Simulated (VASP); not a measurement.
Set up this calculation in VASP 6.6.1, as the native input.

```
Task                   : single point
Functional             : PBE
Potentials or basis    : VASP PAW PBE potentials, release 64 (Hf_pv)
Cutoff                 : 500 eV
k mesh                 : 18 × 18 × 10
Occupations            : gaussian, width 0.15 eV
Spin                   : no spin polarisation
Dipole correction      : no
Further INCAR settings : ALGO = Normal; EDIFF = 1e-06; NBANDS = 17
```

The structure of Hf lies in POSCAR:

```
Hf
1.0
    3.0926000000      0.0000000000      0.0000000000
   -1.5463000000      2.6782701638      0.0000000000
    0.0000000000      0.0000000000      5.2704000000
Hf
2
Direct
    0.3333333333      0.6666666667      0.2500000000
    0.6666666667      0.3333333333      0.7500000000
```

The input as run:

INCAR

```
  ALGO = Normal
  EDIFF = 1E-6
  ENCUT = 500
  GGA = PE
  GGA_COMPAT = F
  ISIF = 2
  ISMEAR = 0
  LASPH = T
  LCHARG = T
  LELF = T
  LREAL = F
  LVHAR = T
  LWAVE = F
  NBANDS = 17
  NELM = 120
  PREC = Accurate
  SIGMA = 0.15
```

KPOINTS

```
k-points
0
Gamma
  18 18 10
```

Potentials or basis: VASP PAW PBE potentials, release 64 (Hf_pv).

The run is started by

```bash
$ cat potpaw_PBE.64/Hf_pv/POTCAR > POTCAR
$ mpirun -np 1 vasp_std > vasp.out
```

It gave:

```yaml
Pressure: 3.2 GPa
Band_gap_on_the_k_mesh: zero (bands 10 and 11 overlap by 1.18 eV)
```

Caveat: the stress differs along the axes, from -3 to 6 GPa; spin-orbit coupling is left out, which moves the levels of the heavy elements.

It took 110 s on 1 thread of Intel(R) Xeon(R) Platinum 8259CL CPU @ 2.50GHz (Skylake/Cascade Lake), with other jobs on the host, peak memory 0.25 GiB.
